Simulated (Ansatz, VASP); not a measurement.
**NaF in VASP and in Ansatz**

```
CELL_PARAMETERS angstrom
0.00000 2.28589 2.28589
2.28589 0.00000 2.28589
2.28589 2.28589 0.00000
ATOMIC_POSITIONS crystal
Na 0.00000 0.00000 0.00000
F 0.50000 0.50000 0.50000
```

Alike in both runs: task relaxation of cell and atoms; functional PBE; dispersion D3(BJ); k mesh 8 × 8 × 8; occupations gaussian, width 0.02 eV; no spin polarisation.

|  | VASP | Ansatz |
| --- | --- | --- |
| version | VASP 6.6.1 | Ansatz 0.2.0 |
| potentials or method | VASP PAW PBE potentials, release 64 (Na_pv, F), cutoff 600 eV | scalar-relativistic, plane waves, PAW |
| valence electrons in the cell | 14 | 16 |

```csv
,VASP,Ansatz,Ansatz less VASP
"gap on the k mesh at the Fermi level, each at its own relaxed structure (eV)",6.33,6.34,+0.008
relaxed volume (Å³/atom),12.37,12.38,+0.015
relaxed length of the cell vector where the two differ most in proportion (Å),3.271,3.272,+0.0013
```

VASP's potentials hold 14 valence electrons a cell and Ansatz's 16, so a difference there can come from the potentials and not from the codes.
